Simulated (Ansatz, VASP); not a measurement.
## MoS2 in VASP and in Ansatz

Contents of INCAR:

```
PREC = Accurate ; ENCUT = 520
EDIFF = 1E-7 ; ISMEAR = -1
SIGMA = 0.05 ; LREAL = False
LASPH = True ; NELM = 80
ALGO = Normal ; ISIF = 2
LWAVE = False ; LCHARG = False
GGA = PE ; IVDW = 12
NBANDS = 35
```

The input KPOINTS:

```
regular mesh
0
Gamma
  10 10 3
```

POSCAR

```
MoS2
1.0
    3.2107021507      0.0000000000      0.0000000000
   -1.6053510754      2.7805496265      0.0000000000
    0.0000000000      0.0000000000     12.4861764927
Mo S
2 4
Direct
    0.6666666667      0.3333333333      0.7500000000
    0.3333333333      0.6666666667      0.2500000000
    0.6666666667      0.3333333333      0.3770000000
    0.3333333333      0.6666666667      0.8770000000
    0.6666666667      0.3333333333      0.1230000000
    0.3333333333      0.6666666667      0.6230000000
```

The input input.yaml:

```yaml
crystal:
  lattice:
    - [3.2107021507, 0.0, 0.0]
    - [-1.6053510754, 2.7805496265, 0.0]
    - [0.0, 0.0, 12.4861764927]
  atoms:
    - { symbol: Mo, position: [0.6666666667, 0.3333333333, 0.75] }
    - { symbol: Mo, position: [0.3333333333, 0.6666666667, 0.25] }
    - { symbol: S, position: [0.6666666667, 0.3333333333, 0.377] }
    - { symbol: S, position: [0.3333333333, 0.6666666667, 0.877] }
    - { symbol: S, position: [0.6666666667, 0.3333333333, 0.123] }
    - { symbol: S, position: [0.3333333333, 0.6666666667, 0.623] }
hamiltonian:
  xc: pbe
  pseudopotentials: { kind: paw }
  dispersion: d3bj
kpoints:
  mp_grid: { grid: [10, 10, 3] }
scf:
  occupations: { method: fermi_dirac, width: 0.05 }
output:
  forces: true
  stress: true
  eigenvalues: true
  write_density: true
  write_potential: true
  elf: true
  volumetric_format: npy
```

Alike in both runs: task single point; functional PBE; dispersion D3(BJ); k mesh 10 × 10 × 3; occupations fermi-dirac, width 0.05 eV; no spin polarisation.

|  | VASP | Ansatz |
| --- | --- | --- |
| version | VASP 6.6.1 | Ansatz 0.2.0 |
| potentials or method | VASP PAW PBE potentials, release 64 (Mo_sv, S) | Ansatz PAW |
| plane-wave cutoff (eV) | 520 | 420 |
| valence electrons in the cell | 52 | 52 |

|  | VASP | Ansatz | Ansatz less VASP |
| --- | --- | --- | --- |
| gap on the k mesh at the Fermi level (eV) | 0.97 | 0.96 | -0.014 |
| least direct gap on the mesh (eV) | 1.77 | 1.77 | -0.003 |
| pressure (GPa) | -7.2 | -7.1 | +0.11 |
| traceless stress, the component that is largest in VASP (GPa) | -0.15 | -0.12 | +0.029 |
| rms of the force components (eV/Å) | 0.311 | 0.306 | -0.0046 |

Atom by atom the forces differ by 0.005 eV/Å (rms over components).

Noted on Ansatz's run: odd divisions of the mesh miss points on the zone boundary, where band edges often lie, so the gap on the mesh can be too wide.
